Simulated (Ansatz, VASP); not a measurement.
Li4NbO4: VASP beside Ansatz

```
Li Nb O
1.0
    -3.81195    3.81195    1.63010
     3.81195   -3.81195    1.63010
     3.81195    3.81195   -1.63010
Li Nb O
4 1 4
Cartesian
  1.4020 3.3576 0.0000
  -1.2644 2.6125 1.6301
  5.0763 1.1995 0.0000
  2.6125 1.2644 1.6301
  0.0000 0.0000 0.0000
  0.6077 5.7860 0.0000
  1.9740 3.2042 1.6301
  1.8379 0.6077 0.0000
  3.2042 -1.9740 1.6301
```

Alike in both runs: task single point; functional PBEsol; k mesh 10 × 10 × 10; occupations gaussian, width 0.05 eV; no spin polarisation.

|  | VASP | Ansatz |
| --- | --- | --- |
| version | VASP 6.6.1 | Ansatz 0.2.0 |
| potentials or method | VASP PAW PBE potentials, release 64 (Li_sv, Nb_sv, O), cutoff 520 eV | scalar-relativistic, plane waves, PAW |
| valence electrons in the cell | 49 | 49 |

```tsv
	VASP	Ansatz	Ansatz less VASP
rms of the force components (eV/Å)	0.697	0.697	-0.0008
```

VASP's potentials were made for PBE, not for PBEsol, and Ansatz warns of the same on its side. Atom by atom the forces differ by 0.018 eV/Å (rms over components). The functional is the same, so the differences come from potentials, cutoffs and numerics.

Noted on VASP's run: the cutoff is under 1.25 times that of the potentials, so the pressure is a little rough.
